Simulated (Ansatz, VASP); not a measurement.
## One calculation of B4N3, two programs

```
B N
1.0
     3.53026    0.00000    0.00000
    -1.76513    3.05729    0.00000
     0.00000    0.00000    4.45495
B N
4 3
Direct
  0.00000 0.00000 0.50000
  0.50000 0.00000 0.50000
  0.00000 0.50000 0.50000
  0.50000 0.50000 0.50000
  0.33333 0.66667 0.00000
  0.66667 0.33333 0.00000
  0.00000 0.00000 0.00000
```

Alike in both runs: functional PBE; k mesh 5 × 5 × 3; occupations gaussian, width 0.2 eV; no spin polarisation.

Ansatz relaxed the structure, and its values are those at the end. VASP's run is a single point on that final structure, the one shown.

```csv
,VASP,Ansatz
version,VASP 6.6.1,Ansatz 0.2.0
potentials or method,"VASP PAW PBE potentials, release 64 (B, N), cutoff 600 eV","scalar-relativistic, plane waves, PAW"
valence electrons in the cell,27,27
```

|  | VASP | Ansatz | Ansatz less VASP |
| --- | --- | --- | --- |
| gap on the k mesh at the Fermi level (eV) | none | none | - |
| pressure (GPa) | -0.5 | -0.2 | +0.35 |

A gap of «none» marks a metal or a gap that the smearing closes.

The k mesh is coarse, so the values compare programs but aren't converged.
